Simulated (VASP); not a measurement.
Input of a VASP 6.6.1 run:

File POSCAR:

```
SiC
1.0
    0.0087988724      2.1759609583      2.1759609583
    2.1759609583      0.0087988724      2.1759609583
    2.1759609583      2.1759609583      0.0087988724
Si C
1 1
Direct
    0.0001849467      0.0001849467      0.0001849467
    0.2498150533      0.2498150533      0.2498150533
```

Contents of INCAR.step1:

```
SYSTEM = SiC
  PREC = Accurate
  ENCUT = 520
  ISMEAR = 0
  SIGMA = 0.01
  LREAL = .FALSE.
  LASPH = .TRUE.
  NELM = 60
  NBANDS = 11
  GGA = PE
  ALGO = Normal
  EDIFF = 1E-4
  LWAVE = .TRUE.
  LCHARG = .FALSE.
```

The input INCAR.step2:

```
SYSTEM = SiC
  PREC = Accurate
  ENCUT = 520
  EDIFF = 1E-6
  ISMEAR = 0
  SIGMA = 0.01
  LREAL = .FALSE.
  LASPH = .TRUE.
  NELM = 60
  ALGO = Normal
  ISIF = 2
  LWAVE = .FALSE.
  LCHARG = .TRUE.
  METAGGA = R2SCAN
  LMIXTAU = .TRUE.
  LELF = .TRUE.
  LVHAR = .TRUE.
  NBANDS = 11
  ISTART = 1
```

Contents of KPOINTS:

```
regular mesh
0
G
  10 10 10
  0 0 0
```

Potentials or basis: VASP PAW PBE potentials, release 64 (Si, C).

Command:

```bash
$ cat potpaw_PBE.64/Si/POTCAR potpaw_PBE.64/C/POTCAR > POTCAR
$ cp INCAR.step1 INCAR
$ mpirun -np 1 vasp_std > vasp.out
$ cp INCAR.step2 INCAR
$ mpirun -np 1 vasp_std > vasp.out
```

Question: Predict the band gap on the k mesh.

Answer: 1.70 eV, indirect (least direct gap 5.03 eV).

Question: Predict the pressure.

Answer: 1.9 GPa.

Stress tensor (GPa, compression positive):
```
 1.94 -1.08 -1.08
-1.08  1.94 -1.08
-1.08 -1.08  1.94
```

Caveat: the cell differs from its parent crystal (epitaxial 111 strain -0.5%); the PAW data sets were made with another functional, which shifts forces and pressure a little. A k mesh can miss the band edges.
